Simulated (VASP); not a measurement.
Write the native input for VASP 6.6.1 that does the following.

```yaml
Task: single point
Functional: PBE
Potentials_or_basis: VASP PAW PBE potentials, release 64 (Zn, Sb)
Cutoff: 520 eV
k_mesh: 4 × 4 × 4
Occupations: gaussian, width 0.1 eV
Spin: no spin polarisation
Dipole_correction: no
Further_INCAR_settings: ALGO = Normal; EDIFF = 1e-06; NBANDS = 22
```

The structure of ZnSb3 lies in POSCAR:

```
ZnSb3
1.0
    4.5702454254      0.0000000000      0.0000000000
    0.0000000000      4.5702454254      0.0000000000
    0.0000000000      0.0000000000      4.5702454254
Zn Sb
1 3
Direct
    0.0000000000      0.0000000000      0.0000000000
    0.0000000000      0.5000000000      0.5000000000
    0.5000000000      0.0000000000      0.5000000000
    0.5000000000      0.5000000000      0.0000000000
```

The input as run:

INCAR

```
SYSTEM = ZnSb3
  PREC = Accurate
  ENCUT = 520
  EDIFF = 1E-6
  ISMEAR = 0
  SIGMA = 0.1
  LREAL = .FALSE.
  LASPH = .TRUE.
  NELM = 80
  ALGO = Normal
  ISIF = 2
  LWAVE = .FALSE.
  LCHARG = .FALSE.
  GGA = PE
  NBANDS = 22
```

KPOINTS

```
regular mesh
0
G
  4 4 4
  0 0 0
```

Potentials or basis: VASP PAW PBE potentials, release 64 (Zn, Sb).

Run with:

```bash
$ cat potpaw_PBE.64/Zn/POTCAR potpaw_PBE.64/Sb/POTCAR > POTCAR
$ mpirun -np 1 vasp_std > vasp.out
```

It gave:

* Pressure: 4.5 GPa

Run time: 13 s on 1 thread of AMD EPYC 7R13 Processor (Zen 3) (shared host), peak memory 0.18 GiB.
